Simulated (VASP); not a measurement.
Wanted: the native input for a VASP 6.6.1 run.

```
Task                   : single point
Functional             : PBE
Potentials or basis    : VASP PAW PBE potentials, release 64 (Mg, I)
Cutoff                 : 520 eV
k mesh                 : 3 × 3 × 3
Occupations            : gaussian, width 0.1 eV
Spin                   : no spin polarisation
Dipole correction      : no
Further INCAR settings : ALGO = Normal; EDIFF = 1e-07; NBANDS = 31
```

The structure of Mg3I2 lies in POSCAR:

```
Mg3I2
1.0
    3.5705571732      2.0614621451      6.4989502480
   -3.5705571732      2.0614621451      6.4989502480
    0.0000000000     -4.1229242903      6.4989502480
Mg I
6 4
Direct
    0.0562500000      0.4437500000      0.7500000000
    0.7500000000      0.0562500000      0.4437500000
    0.4437500000      0.7500000000      0.0562500000
    0.9437500000      0.5562500000      0.2500000000
    0.2500000000      0.9437500000      0.5562500000
    0.5562500000      0.2500000000      0.9437500000
    0.8521800000      0.8521800000      0.8521800000
    0.6478200000      0.6478200000      0.6478200000
    0.1478200000      0.1478200000      0.1478200000
    0.3521800000      0.3521800000      0.3521800000
```

These files were run (other wordings do the same):

INCAR

```
PREC     = Accurate       # precision mode
ENCUT    = 520            # plane-wave cutoff, eV
EDIFF    = 1E-7           # SCF threshold, eV
ISMEAR   = 0              # smearing method
SIGMA    = 0.1            # smearing width, eV
LREAL    = F              # projectors in reciprocal space
LASPH    = T              # aspherical terms in the spheres
NELM     = 100            # most SCF steps
ALGO     = Normal         # electronic algorithm
ISIF     = 2              # what is computed and relaxed
LWAVE    = F              # write WAVECAR
LCHARG   = F              # write CHGCAR
GGA      = PE             # functional
NBANDS   = 31             # bands
```

KPOINTS

```
Automatic mesh
0
Gamma
  3 3 3
```

Potentials or basis: VASP PAW PBE potentials, release 64 (Mg, I).

Launch:

```sh
$ cat potpaw_PBE.64/Mg/POTCAR potpaw_PBE.64/I/POTCAR > POTCAR
$ mpirun -np 1 vasp_std > vasp.out
```

Results of the run:

- Pressure: 7.8 GPa
- Largest force: 0.173 eV/Å
- Band gap on the k mesh: zero (band 20 reaches 5.55 eV, above the bottom of band 21 at 5.10 eV)

Caveat: spin-orbit coupling is left out, which moves the levels of the heavy elements.

Wall time 84 s on 1 thread of Intel(R) Xeon(R) Platinum 8259CL CPU @ 2.50GHz (Skylake/Cascade Lake) (shared host), peak memory 0.48 GiB.
